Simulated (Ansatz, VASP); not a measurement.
**Pb in VASP and in Ansatz**

```
CELL_PARAMETERS angstrom
0.00000 2.49779 2.49779
2.49779 0.00000 2.49779
2.49779 2.49779 0.00000
ATOMIC_POSITIONS crystal
Pb 0.00000 0.00000 0.00000
```

Alike in both runs: functional r2SCAN; k mesh 14 × 14 × 14; occupations gaussian, width 0.1 eV; no spin polarisation.

Ansatz relaxed the structure, and its values are those at the end. VASP's run is a single point on that final structure, the one shown.

|  | VASP | Ansatz |
| --- | --- | --- |
| version | VASP 6.6.1 | Ansatz 0.2.0 |
| potentials or method | VASP PAW PBE potentials, release 64 (Pb_d), cutoff 520 eV | scalar-relativistic, plane waves, PAW |
| valence electrons in the cell | 14 | 14 |

```csv
,VASP,Ansatz,Ansatz less VASP
gap on the k mesh at the Fermi level (eV),none,none,-
pressure (GPa),0.0,0.0,+0.01
```

VASP's potentials were made for PBE, not for r2SCAN. A gap of «none» marks a metal or a gap that the smearing closes.

Spin-orbit coupling is off throughout.
